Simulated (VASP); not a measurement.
# I (P6/mmm) in VASP: further runs

The runs below take I through relaxation of shape and atoms at fixed volume, single point, with PBE.

Everything below comes from runs of VASP 6.6.1. Logs are shortened: lines on timing, memory, paths and dates and some standing lists are left out, and cuts for length are marked.

## 1. The cell of the first run

The structure is hexagonal, space group P6/mmm (No. 191). The conventional cell has a = 4.308 Å, b = 4.308 Å, c = 2.775 Å, α = 90.00°, β = 90.00°, γ = 120.00°. I (site symmetry 6/mmm) has 2 I at 2.78 Å within 3.7 Å.

## 2. Relaxation of shape and atoms at fixed volume, PBE

Contents of INCAR:

```
ALGO = Normal ; EDIFF = 1E-6
EDIFFG = -0.005 ; ENCUT = 600
GGA = PE ; IBRION = 2
ISIF = 4 ; ISMEAR = -1
LASPH = True ; LCHARG = False
LREAL = False ; LWAVE = False
NELM = 60 ; NSW = 50
PREC = Accurate ; SIGMA = 0.08
```

Contents of KPOINTS:

```
k-points
0
Gamma
  12 12 12
```

Contents of POSCAR:

```
I
1.0
    4.3076846582      0.0000000000      0.0000000000
   -2.1538423291      3.7305643455      0.0000000000
    0.0000000000      0.0000000000      2.7751299653
I
1
Direct
    0.0000000000      0.0000000000      0.0000000000
```

Potentials or basis: VASP PAW PBE potentials, release 64 (I).

Started as:

```console
cat potpaw_PBE.64/I/POTCAR > POTCAR
mpirun -np 1 vasp_std > vasp.out
```

OUTCAR:

```text
EDIFF = 1E-6
   EDIFFG = -0.005
   ENCUT = 600
   GGA = PE
   IBRION = 2
   ISIF = 4
   ISMEAR = -1
   LASPH = True
   LREAL = False
   NELM = 60
   NSW = 50
   PREC = Accurate

 ion  position               nearest neighbor table
   1  0.000  0.000  0.000-

  LATTYP: Found a hexagonal cell.
 ALAT       =     4.3076846582
 C/A-ratio  =     0.6442277431

  Lattice vectors:

 A1 = (   4.3076846582,   0.0000000000,   0.0000000000)
 A2 = (  -2.1538423291,   3.7305643455,   0.0000000000)
 A3 = (   0.0000000000,   0.0000000000,   2.7751299653)

Analysis of symmetry for initial positions (statically):
=====================================================================
 Subroutine PRICEL returns:
 Original cell was already a primitive cell.

 Routine SETGRP: Setting up the symmetry group for a
 hexagonal supercell.

 Subroutine GETGRP returns: Found 24 space group operations
 (whereof 24 operations were pure point group operations)
 out of a pool of 24 trial point group operations.

The static configuration has the point symmetry D_6h.

Analysis of symmetry for dynamics (positions and initial velocities):
=====================================================================
 Subroutine PRICEL returns:
 Original cell was already a primitive cell.

 Routine SETGRP: Setting up the symmetry group for a
 hexagonal supercell.

 Subroutine GETGRP returns: Found 24 space group operations
 (whereof 24 operations were pure point group operations)
 out of a pool of 24 trial point group operations.

The dynamic configuration has the point symmetry D_6h.

 Subroutine INISYM returns: Found 24 space group operations
 (whereof 24 operations are pure point group operations),
 and found     1 'primitive' translations

----------------------------------------------------------------------------------------

                                     Primitive cell

  volume of cell :      44.5966

  direct lattice vectors                    reciprocal lattice vectors
     4.307684658  0.000000000  0.000000000     0.232143269  0.134027979  0.000000000
    -2.153842329  3.730564345  0.000000000     0.000000000  0.268055958  0.000000000
     0.000000000  0.000000000  2.775129965     0.000000000  0.000000000  0.360343484

  length of vectors
     4.307684658  4.307684658  2.775129965     0.268055958  0.268055958  0.360343484

  position of ions in fractional coordinates (direct lattice)
[... 104 lines left out ...]
   AEXX    =    0.0000 exact exchange contribution
   IVDW    =     0    specifies the selected vdW correction
   LEPSILON=     F    determine dielectric tensor
   LRPA    =     F    only Hartree local field effects (RPA)
 conjugate gradient relaxation of ions
 non-spin polarized calculation
  energy-cutoff  :      600.00
  volume of cell :       44.60
 maximum number of plane-waves:      1517
 NGX is ok and might be reduce to    36
   NGX = 17   NGY = 17   NGZ = 11

--------------------------------------- Ionic step        1  -------------------------------------------

 number of electron       7.0000001 magnetization

 Free energy of the ion-electron system (eV)
  ---------------------------------------------------
  ext. energy  EPLUGINS =         0.00000000
  ---------------------------------------------------
  free energy    TOTEN  =        -1.37453496 eV

  energy without entropy =       -1.36058880  energy(sigma->0) =       -1.36756188

------------------------ aborting loop because EDIFF is reached ----------------------------------------

  FORCE on cell =-STRESS in cart. coord.  units (eV):
  Direction    XX          YY          ZZ          XY          YZ          ZX
  --------------------------------------------------------------------------------------
  -------------------------------------------------------------------------------------
  Total        0.1365046      0.1365046      3.2375959      0.0000000      0.0000000      0.0000000
  in kB        4.9040641      4.9040641    116.3138589      0.0000000      0.0000000      0.0000000
  external PRESSURE =      42.0406624 kB  Pullay stress =       0.0000000 kB
[... 86 lines left out ...]
  FREE ENERGIE OF THE ION-ELECTRON SYSTEM (eV)
  ---------------------------------------------------
  free  energy   TOTEN  =        -1.4429150417 eV

  energy  without entropy=       -1.4284082944  energy(sigma->0) =       -1.43566167

[... ionic steps 4 to 16 ...]

--------------------------------------- Ionic step       17  -------------------------------------------

 number of electron       7.0000000 magnetization

------------------------ aborting loop because EDIFF is reached ----------------------------------------
[... 65 lines left out ...]
--------------------------------------- Ionic step       19  -------------------------------------------

 number of electron       7.0000000 magnetization

 Free energy of the ion-electron system (eV)
  ---------------------------------------------------
  ext. energy  EPLUGINS =         0.00000000
  ---------------------------------------------------
  free energy    TOTEN  =        -1.44292525 eV

  energy without entropy =       -1.42846998  energy(sigma->0) =       -1.43569761

 E-fermi :   2.3554     XC(G=0):  -7.7736

 val. band max:        2.3531151466   @ k =   0.0833   0.0833   0.5000
 cond. band min:       2.3583456562   @ k =   0.4167  -0.0000   0.5000
 fundamental gap:      0.0052305097
 Fermi energy:         2.3554075325

 k-point     1 :       0.0000    0.0000    0.0000
  band No.  band energies     occupation
      1     -11.2794      2.00000
      2       0.7919      2.00000
      3       0.7919      2.00000
      4       5.7708      0.00000
      5       6.6505      0.00000
      6      10.2758      0.00000
      7      10.2758      0.00000
[... 221 lines left out ...]
 k-point    24 :       0.3333   -0.0000    0.0833
  band No.  band energies     occupation
      1     -10.9481      2.00000
      2      -0.8180      2.00000
      3       0.5053      2.00000
      4       4.8803      0.00000
      5       7.7607      0.00000
      6      11.0160      0.00000
      7      13.6564      0.00000

 [... further k-points ...]

------------------------ aborting loop because EDIFF is reached ----------------------------------------

  FORCE on cell =-STRESS in cart. coord.  units (eV):
  Direction    XX          YY          ZZ          XY          YZ          ZX
  --------------------------------------------------------------------------------------
  -------------------------------------------------------------------------------------
  Total        0.2659797      0.2659797      0.2674676      0.0000000     -0.0000000     -0.0000000
  in kB        9.5555872      9.5555872      9.6090393      0.0000000     -0.0000000     -0.0000000
  external PRESSURE =       9.5734046 kB  Pullay stress =       0.0000000 kB
[... 16 lines left out ...]
  FREE ENERGIE OF THE ION-ELECTRON SYSTEM (eV)
  ---------------------------------------------------
  free  energy   TOTEN  =        -1.4429252456 eV

  energy  without entropy=       -1.4284699841  energy(sigma->0) =       -1.43569761

 reached required accuracy - stopping structural energy minimisation
```

CONTCAR:

```text
I
   1.00000000000000
     4.2068431232700370    0.0000000000000000    0.0000000000000000
    -2.1034215616350185    3.6432330144946299    0.0000000000000000
     0.0000000000000000   -0.0000000000000000    2.9097689125004025
  I
     1
Direct
     1.0000000000000000    0.0000000000000000    0.0000000000000000

  0.00000000E+00  0.00000000E+00  0.00000000E+00
```

Run time: 66 s. Hardware: 1 thread of Intel Xeon 6975P-C (Granite Rapids), shared host; peak memory 0.21 GiB.

What came out:

```yaml
Free_energy: -1.4429 eV
Energy_gained_by_relaxing: 68.4 meV/atom
Ionic_steps: 19
Pressure_after_relaxing: 1.0 GPa
```

The path:
```
step  energy change (eV)  largest force (eV/Å)  pressure (GPa)  volume (Å³)
   1              0.0000                0.0000            4.20        44.60
   2             -0.0223                0.0000           -0.86        44.60
   3             -0.0684                0.0000            0.93        44.60
   4             -0.0684                0.0000            0.98        44.60
   5             -0.0684                0.0000            0.98        44.60
   6             -0.0684                0.0000            0.98        44.60
   7             -0.0684                0.0000            0.98        44.60
   8             -0.0684                0.0000            0.98        44.60
   9             -0.0684                0.0000            0.98        44.60
  10             -0.0684                0.0000            0.98        44.60
  11             -0.0684                0.0000            0.98        44.60
  12             -0.0684                0.0000            0.98        44.60
  13             -0.0684                0.0000            0.98        44.60
  14             -0.0684                0.0000            0.98        44.60
  15             -0.0684                0.0000            0.98        44.60
  16             -0.0684                0.0000            0.98        44.60
  17             -0.0684                0.0000            0.97        44.60
  18             -0.0684                0.0000            0.97        44.60
  19             -0.0684                0.0000            0.96        44.60
```

Final structure:
```xyz
1
Lattice="4.2068 0.0000 0.0000 -2.1034 3.6432 0.0000 0.0000 0.0000 2.9098" Properties=species:S:1:pos:R:3 pbc="T T T"
I     4.2068    0.0000    0.0000
```

Caveat: spin-orbit coupling is left out, which moves the levels of the heavy elements; an odd number of electrons without spin polarisation forces a metal; a magnetic or distorted state may lie lower.

## 3. Single point, PBE

This run uses another cell than the first one, of 20.99 Å³/atom, 0.471 times its volume.

Contents of INCAR:

```
  ALGO = Normal
  EDIFF = 1E-6
  ENCUT = 520
  GGA = PE
  ISIF = 2
  ISMEAR = -1
  LASPH = T
  LCHARG = F
  LREAL = F
  LWAVE = F
  NBANDS = 10
  NELM = 100
  PREC = Accurate
  SIGMA = 0.08
```

KPOINTS is that of step 2.

Contents of POSCAR:

```
I
1.0
    2.9575394937      0.0000000000      0.0000000000
   -1.4787697469      2.5613043343      0.0000000000
    0.0000000000      0.0000000000      2.7704549593
I
1
Direct
    0.0000000000      0.0000000000      0.0000000000
```

Potentials or basis: VASP PAW PBE potentials, release 64 (I).

Started as:

```console
cat potpaw_PBE.64/I/POTCAR > POTCAR
mpirun -np 1 vasp_std > vasp.out
```

It took 28 s on 1 thread of AMD EPYC 7R43 (Zen 3), shared host; peak memory 0.11 GiB.

It converged, with:

```yaml
Free_energy: 0.8905 eV
Pressure: 67.4 GPa
```

Stress tensor (GPa, compression positive):
```
67.23  0.00  0.00
 0.00 67.23  0.00
 0.00  0.00 67.85
```

Levels at points of the mesh, in eV from the Fermi level:
```csv
k point,band 1,band 2,band 3,band 4,band 5,band 6
"(0.00, 0.00, 0.00)",-19.25,0.12,1.23,1.23,4.89,8.80
"(0.50, 0.00, 0.00)",-15.49,-10.30,-2.20,3.15,3.31,10.18
"(0.00, 0.00, 0.50)",-16.25,-10.70,3.69,3.69,10.18,11.33
"(0.50, 0.00, 0.50)",-12.16,-7.90,-7.72,-0.25,0.14,6.71
```

Caveat: spin-orbit coupling is left out, which moves the levels of the heavy elements; an odd number of electrons without spin polarisation forces a metal; a magnetic or distorted state may lie lower.

(Part 1 of 2 ends here.)
